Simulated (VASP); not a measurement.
The system is K3H.

```xyz
4
Lattice="-2.3536 2.3536 5.2574 2.3536 -2.3536 5.2574 2.3536 2.3536 -5.2574" Properties=species:S:1:pos:R:3 pbc="T T T"
K     0.0000    0.0000    5.2574
K     2.3536    0.0000    2.6287
K     0.0000    2.3536    2.6287
H     0.0000    0.0000    0.0000
```

* Program: VASP 6.6.1
* Task: relaxation of cell and atoms
* Functional: PBE
* Potentials or basis: VASP PAW PBE potentials, release 64 (K_sv, H)
* Cutoff: 600 eV
* k mesh: 6 × 6 × 6
* Occupations: gaussian, width 0.1 eV
* Spin: no spin polarisation

At the start: pressure 6.1 GPa; volume 29.12 Å³/atom.

Problem. Where does the relaxation end?

Solution. Over 9 steps the energy falls by 264.9 meV/atom and the volume is 50.19 Å³/atom (+72.3 %); space group I4/mmm (No. 139, to 0.1 Å) before and after.

Step by step:
```csv
step,energy change (eV),largest force (eV/Å),pressure (GPa),volume (Å³)
1,0.0000,0.0000,6.13,116.49
2,-0.5669,0.0000,3.28,136.31
3,-0.9886,0.0000,0.71,174.27
4,-1.0313,0.0000,0.18,190.44
5,-1.0350,0.0000,0.01,197.18
6,-1.0348,0.0000,-0.03,199.09
7,-1.0386,0.0000,-0.04,199.32
8,-1.0482,0.0000,-0.03,199.92
9,-1.0597,0.0000,-0.01,200.75
```

Final structure:
```
K H
1.0
    -2.73344    2.73344    6.71692
     2.73344   -2.73344    6.71692
     2.73344    2.73344   -6.71692
K H
3 1
Direct
  0.50000 0.50000 0.00000
  0.25000 0.75000 0.50000
  0.75000 0.25000 0.50000
  0.00000 0.00000 0.00000
```

Caveat: the volume moved by over 15 % at a fixed basis, so the end points are rough.
